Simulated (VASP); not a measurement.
# C in VASP: notebook, part 2 of 2

VASP 6.6.1. The steps go on from the part before.

## 5. Single point, LDA

This run uses another cell than the first one.

File INCAR:

```
SYSTEM = C
ALGO     = Normal         ! electronic algorithm
EDIFF    = 1E-6           ! SCF threshold, eV
ENCUT    = 520            ! plane-wave cutoff, eV
GGA      = CA             ! functional
ISIF     = 2              ! what is computed and relaxed
ISMEAR   = -1             ! smearing method
LASPH    = .True.         ! aspherical terms in the spheres
LCHARG   = .False.        ! write CHGCAR
LREAL    = .False.        ! projectors in reciprocal space
LWAVE    = .False.        ! write WAVECAR
NBANDS   = 11             ! bands
NELM     = 60             ! most SCF steps
PREC     = Accurate       ! precision mode
SIGMA    = 0.05           ! smearing width, eV
```

File KPOINTS:

```
k-points
0
Gamma
  12 12 3
  0 0 0
```

File POSCAR:

```
C
1.0
    2.4229746043      0.0000000000      0.0000000000
   -1.2114873021      2.0983575600      0.0000000000
    0.0000000000      0.0000000000      8.4086027063
C
2
Direct
    0.6666666667      0.3333333333      0.0000000000
    0.3333333333      0.6666666667      0.0000000000
```

Potentials or basis: VASP PAW LDA potentials, release 64 (C).

Run with:

```console
$ cat potpaw_LDA.64/C/POTCAR > POTCAR
$ mpirun -np 1 vasp_std > vasp.out
```

OUTCAR:

```text
SYSTEM = C
   EDIFF = 1E-6
   ENCUT = 520
   GGA = CA
   ISIF = 2
   ISMEAR = -1
   LASPH = .True.
   LREAL = .False.
   NELM = 60
   PREC = Accurate

 ion  position               nearest neighbor table
   1  0.667  0.333  0.000-   2 1.40   2 1.40   2 1.40
   2  0.333  0.667  0.000-   1 1.40   1 1.40   1 1.40

  LATTYP: Found a hexagonal cell.
 ALAT       =     2.4229746043
 C/A-ratio  =     3.4703635322

  Lattice vectors:

 A1 = (   2.4229746043,   0.0000000000,   0.0000000000)
 A2 = (  -1.2114873021,   2.0983575600,   0.0000000000)
 A3 = (   0.0000000000,   0.0000000000,   8.4086027063)

Analysis of symmetry for initial positions (statically):
=====================================================================
 Subroutine PRICEL returns:
 Original cell was already a primitive cell.

 Routine SETGRP: Setting up the symmetry group for a
 hexagonal supercell.

 Subroutine GETGRP returns: Found 24 space group operations
 (whereof 24 operations were pure point group operations)
 out of a pool of 24 trial point group operations.

The static configuration has the point symmetry D_6h.

Analysis of symmetry for dynamics (positions and initial velocities):
[... 163 lines left out ...]
 fundamental gap:      0.0000596549
 Fermi energy:        -0.6719718160

 k-point     1 :       0.0000    0.0000    0.0000
  band No.  band energies     occupation
      1     -20.3939      2.00000
      2      -8.6731      2.00000
      3      -3.6873      2.00000
      4      -3.6873      2.00000
      5       2.3191      0.00000
      6       4.7421      0.00000
      7       6.3974      0.00000
      8       7.9376      0.00000
      9       7.9376      0.00000
     10      11.3001      0.00000
     11      13.2394      0.00000
[... 309 lines left out ...]
 k-point    24 :       0.3333    0.0000    0.3333
  band No.  band energies     occupation
      1     -17.7429      2.00000
      2     -10.3427      2.00000
      3      -6.5631      2.00000
      4      -5.5346      2.00000
      5       4.4062      0.00000
      6       6.3028      0.00000
      7       7.3451      0.00000
      8       7.6397      0.00000
      9      11.2973      0.00000
     10      14.5758      0.00000
     11      15.6383      0.00000

 [... further k-points ...]
[... 5 lines left out ...]
  --------------------------------------------------------------------------------------
  -------------------------------------------------------------------------------------
  Total        1.4251894      1.4251894     -0.0136251      0.0000000     -0.0000000      0.0000000
  in kB       53.4110317     53.4110317     -0.5106191      0.0000000     -0.0000000      0.0000000
  external PRESSURE =      35.4371481 kB  Pullay stress =       0.0000000 kB

 VOLUME and BASIS-vectors are now :
 -----------------------------------------------------------------------------
  energy-cutoff  :      520.00
  volume of cell :       42.75
      direct lattice vectors                 reciprocal lattice vectors
     2.422974604  0.000000000  0.000000000     0.412715840  0.238281602  0.000000000
    -1.211487302  2.098357560  0.000000000     0.000000000  0.476563203  0.000000000
     0.000000000  0.000000000  8.408602706     0.000000000  0.000000000  0.118925823

 POSITION                                       TOTAL-FORCE (eV/Angst)
 -----------------------------------------------------------------------------------
      1.21149      0.69945      0.00000         0.000000     -0.000000     -0.000000
     -0.00000      1.39891      0.00000        -0.000000      0.000000      0.000000
 -----------------------------------------------------------------------------------
    total drift:                                0.000000     -0.000000      0.000000

  FREE ENERGIE OF THE ION-ELECTRON SYSTEM (eV)
  ---------------------------------------------------
  free  energy   TOTEN  =       -20.1561032958 eV

  energy  without entropy=      -20.1541778870  energy(sigma->0) =      -20.15514059
```

stdout:

```text
POSCAR found type information on POSCAR C
 POSCAR found :  1 types and       2 ions
 scaLAPACK will be used
 LDA part: xc-table for (Slater(with rela. corr.)+CA(PZ))
 , standard interpolation
 POSCAR, INCAR and KPOINTS ok, starting setup
 FFT: planning ... GRIDC
 FFT: planning ... GRID_SOFT
 FFT: planning ... GRID
 WAVECAR not read
 entering main loop
```

Wall time 8.6 s (1 thread of Intel Xeon Platinum 8559C (Emerald Rapids), shared host); peak memory 0.13 GiB.

What came out:

```
Free energy            : -20.1561 eV
Band gap on the k mesh : zero (filled and empty bands touch)
```

## 6. Overview

| level | potentials or basis | cell | gap on the mesh (eV) |
| --- | --- | --- | --- |
| r2SCAN | VASP PAW PBE potentials, release 64 (C) | a = 2.488, b = 2.488, c = 8.636 Å, angles 90.0, 90.0, 120.0°, 2 atoms | none |
| r2SCAN | VASP PAW PBE potentials, release 64 (C) | a = 2.504, b = 2.504, c = 8.691 Å, angles 90.0, 90.0, 120.0°, 2 atoms | none |
| LDA | VASP PAW LDA potentials, release 64 (C) | a = 2.406, b = 2.406, c = 8.350 Å, angles 90.0, 90.0, 120.0°, 2 atoms | none |
| LDA | VASP PAW LDA potentials, release 64 (C) | a = 2.423, b = 2.423, c = 8.409 Å, angles 90.0, 90.0, 120.0°, 2 atoms | none |

Alike in all rows: task single point; no spin polarisation; k mesh 12 × 12 × 3; cutoff (eV) 520; smearing fermi-dirac 0.05 eV.

Caveats: the PAW data sets were made with another functional, which shifts forces and pressure a little (at least some runs).

Total energies depend on the potentials used, so only differences within one code and one set of settings carry meaning.
